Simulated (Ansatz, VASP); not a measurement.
## C in VASP and in Ansatz

Contents of POSCAR:

```
C
1.0
    2.1273203072     -1.2282824400      0.0000000000
    2.1273203072      1.2282824400      0.0000000000
   -1.3790696309      0.0000000000      3.5028300786
C
2
Direct
    0.1666444700      0.1666444700      0.9999069600
    0.8333555300      0.8333555300      0.0000930400
```

Contents of INCAR.step1:

```
SYSTEM = C
PREC     = Accurate       ! precision mode
ENCUT    = 520            ! plane-wave cutoff, eV
EDIFF    = 1E-5           ! SCF threshold, eV
ISMEAR   = -1             ! smearing method
SIGMA    = 0.05           ! smearing width, eV
LREAL    = .FALSE.        ! projectors in reciprocal space
LASPH    = .TRUE.         ! aspherical terms in the spheres
NELM     = 100            ! most SCF steps
ALGO     = Normal         ! electronic algorithm
ISIF     = 2              ! what is computed and relaxed
LWAVE    = .TRUE.         ! write WAVECAR
GGA      = PE             ! functional
NBANDS   = 11             ! bands
```

File INCAR.step2:

```
SYSTEM = C
PREC     = Accurate       ! precision mode
ENCUT    = 520            ! plane-wave cutoff, eV
EDIFF    = 1E-6           ! SCF threshold, eV
ISMEAR   = -1             ! smearing method
SIGMA    = 0.05           ! smearing width, eV
LREAL    = .FALSE.        ! projectors in reciprocal space
LASPH    = .TRUE.         ! aspherical terms in the spheres
NELM     = 100            ! most SCF steps
ALGO     = Normal         ! electronic algorithm
ISIF     = 2              ! what is computed and relaxed
LWAVE    = .FALSE.        ! write WAVECAR
LCHARG   = .TRUE.         ! write CHGCAR
METAGGA  = R2SCAN         ! meta-GGA
LHFCALC  = .TRUE.         ! exact exchange
AEXX     = 0.1            ! exact-exchange fraction
LMIXTAU  = .TRUE.       
PRECFOCK = Normal       
LELF     = .TRUE.         ! ELF
LVHAR    = .TRUE.       
ISTART   = 1            
NBANDS   = 11             ! bands
```

File KPOINTS:

```
Automatic mesh
0
G
  7 7 4
  0 0 0
```

File input:

```
crystal:
  lattice:
    - [2.1273203072, -1.22828244, 0.0]
    - [2.1273203072, 1.22828244, 0.0]
    - [-1.3790696309, 0.0, 3.5028300786]
  atoms:
    - { symbol: C, position: [0.16664447, 0.16664447, 0.99990696] }
    - { symbol: C, position: [0.83335553, 0.83335553, 9.304e-05] }
hamiltonian:
  xc: r2scanh
  pseudopotentials: { kind: paw }
kpoints:
  mp_grid: { grid: [7, 7, 4] }
  band_path:
    path:
      - [[0.0, 0.0, 0.0], [0.5, 0.5, -1.0], [0.4123194886, 0.4123194886, -1.119026649], [0.5, 0.5, -0.5], [0.6935932999, 0.3064067001, -0.5]]
      - [[0.3064067001, -0.3064067001, 0.5], [0.0, 0.0, 0.5], [0.5876805114, 0.5876805114, 0.119026649]]
      - [[0.5, 0.5, -1.0], [0.6104897536, 0.3895102464, -1.0]]
      - [[0.3895102464, -0.3895102464, 0.0], [0.0, 0.0, 0.0], [0.5, 0.0, -0.5]]
      - [[0.5, 0.0, 0.0], [0.0, 0.0, 0.0]]
    npoints: 4
scf:
  occupations: { method: fermi_dirac, width: 0.05 }
  n_extra_bands: 6
output:
  forces: true
  stress: true
  eigenvalues: true
  fatbands: false
```

Alike in both runs: functional r2SCANh; k mesh 7 × 7 × 4; occupations fermi-dirac, width 0.05 eV; no spin polarisation.

|  | VASP | Ansatz |
| --- | --- | --- |
| version | VASP 6.6.1 | Ansatz 0.2.0 |
| potentials or method | VASP PAW PBE potentials, release 64 (C) | Ansatz PAW |
| plane-wave cutoff (eV) | 520 | 500 |
| valence electrons in the cell | 8 | 8 |
| task | single point | band structure |

```tsv
	VASP	Ansatz	Ansatz less VASP
gap on the k mesh at the Fermi level (eV)	2.91	2.88	-0.027
pressure (GPa)	-1.4	-2.0	-0.59
traceless stress, the component that is largest in VASP (GPa)	1.51	2.40	+0.883
rms of the force components (eV/Å)	0.008	0.008	+0.0002
```

VASP's potentials were made for PBE, not for r2SCANh. Atom by atom the forces differ by 0.000 eV/Å (rms over components).

The k mesh is coarse, so the values compare programs but aren't converged.
